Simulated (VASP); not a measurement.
The system is TiCo3.

```
CELL_PARAMETERS angstrom
3.66934 0.00000 0.00000
0.00000 3.66934 0.00000
0.00000 0.00000 3.66934
ATOMIC_POSITIONS crystal
Ti 0.00000 0.00000 0.00000
Co 0.00000 0.50000 0.50000
Co 0.50000 0.00000 0.50000
Co 0.50000 0.50000 0.00000
```

Base run:

```yaml
Program: VASP 6.6.1
Functional: PBEsol
Potentials_or_basis: VASP PAW PBE potentials, release 64 (Ti_sv, Co)
Cutoff: 520 eV
k_mesh: 12 × 12 × 12
Occupations: gaussian, width 0.15 eV
Spin: collinear spin, ferromagnetic start
Starting_moments: "[0.5, 1.1, 1.1, 1.1] μB"
Fixed_moment: 3.8 μB
```

Its results: pressure -13.6 GPa; site moments Ti -0.27; Co +1.37 μB.

The run is repeated on the same cell with these changes: fixed moment from 3.8 μB to 5.32 μB; moments at the start from [0.5, 1.1, 1.1, 1.1] to [0.7, 1.54, 1.54, 1.54]. What comes out?

Pressure -6.7 GPa; site moments Ti +0.05; Co +1.72 μB.

Caveats: the cell stands under tension; the PAW data sets were made with another functional, which shifts forces and pressure a little; the total moment is fixed, so each spin has its own Fermi level and the state may be an excited one.
